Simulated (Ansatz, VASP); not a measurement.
# Al4B3Sb in VASP and in Ansatz

INCAR

```
  PREC = Accurate
  ENCUT = 600
  EDIFF = 1E-7
  ISMEAR = 0
  SIGMA = 0.1
  LREAL = False
  LASPH = True
  NELM = 80
  ALGO = Normal
  ISIF = 3
  LWAVE = False
  LCHARG = False
  GGA = PE
  IBRION = 2
  NSW = 80
  EDIFFG = -0.001
```

KPOINTS

```
Automatic mesh
0
Gamma
  12 12 4
```

File POSCAR:

```
Al4B3Sb
1.0
    3.5109849781      0.0000000000      0.0000000000
   -1.7554924890      3.0406021833      0.0000000000
    0.0000000000      0.0000000000     10.4868051298
Al B Sb
4 3 1
Direct
    0.3333333333      0.6666666667      0.7900803224
    0.3333333333      0.6666666667      0.3936370654
    0.6666666667      0.3333333333      0.2099196776
    0.6666666667      0.3333333333      0.6063629346
    0.0000000000      0.0000000000      0.5000000000
    0.0000000000      0.0000000000      0.3252902034
    0.0000000000      0.0000000000      0.6747097966
    0.0000000000      0.0000000000      0.0000000000
```

Input for Ansatz:

```yaml
crystal:
  lattice:
    - [3.5109849781, 0.0, 0.0]
    - [-1.755492489, 3.0406021833, 0.0]
    - [0.0, 0.0, 10.4868051298]
  atoms:
    - { symbol: Al, position: [0.3333333333, 0.6666666667, 0.7900803224] }
    - { symbol: Al, position: [0.3333333333, 0.6666666667, 0.3936370654] }
    - { symbol: Al, position: [0.6666666667, 0.3333333333, 0.2099196776] }
    - { symbol: Al, position: [0.6666666667, 0.3333333333, 0.6063629346] }
    - { symbol: B, position: [0.0, 0.0, 0.5] }
    - { symbol: B, position: [0.0, 0.0, 0.3252902034] }
    - { symbol: B, position: [0.0, 0.0, 0.6747097966] }
    - { symbol: Sb, position: [0.0, 0.0, 0.0] }
basis:
  ecutwfc: 420
kpoints:
  mp_grid: { grid: [12, 12, 4] }
hamiltonian:
  xc: pbe
scf:
  occupations: { method: gaussian, width: 0.1 }
output:
  forces: true
  stress: true
  eigenvalues: true
relax:
  adjacent_minimum: "off"
  f_tol: 0.001
  max_steps: 60
  cell: { stress_tol: 0.01 }
```

Alike in both runs: task relaxation of cell and atoms; functional PBE; k mesh 12 × 12 × 4; occupations gaussian, width 0.1 eV; no spin polarisation.

|  | VASP | Ansatz |
| --- | --- | --- |
| version | VASP 6.6.1 | Ansatz 0.2.0 |
| potentials or method | VASP PAW PBE potentials, release 64 (Al, B, Sb), cutoff 600 eV | scalar-relativistic, plane waves, PAW |
| valence electrons in the cell | 26 | 36 |

VASP gave:

| Property | Result |
| --- | --- |
| gap on the k mesh at the Fermi level, each at its own relaxed structure (eV) | none |
| relaxed volume (Å³/atom) | 13.99 |
| relaxed cell length with the largest relative difference (Å) | 10.489 |

Task: Estimate Ansatz's values.

Result: gap on the k mesh at the Fermi level, each at its own relaxed structure (eV): none; relaxed volume (Å³/atom): 13.99; relaxed cell length with the largest relative difference (Å): 10.487.

A gap of «none» marks a metal or a gap that the smearing closes. VASP's potentials hold 26 valence electrons a cell and Ansatz's 36, so a difference there can come from the potentials and not from the codes.

Spin-orbit coupling is off throughout.
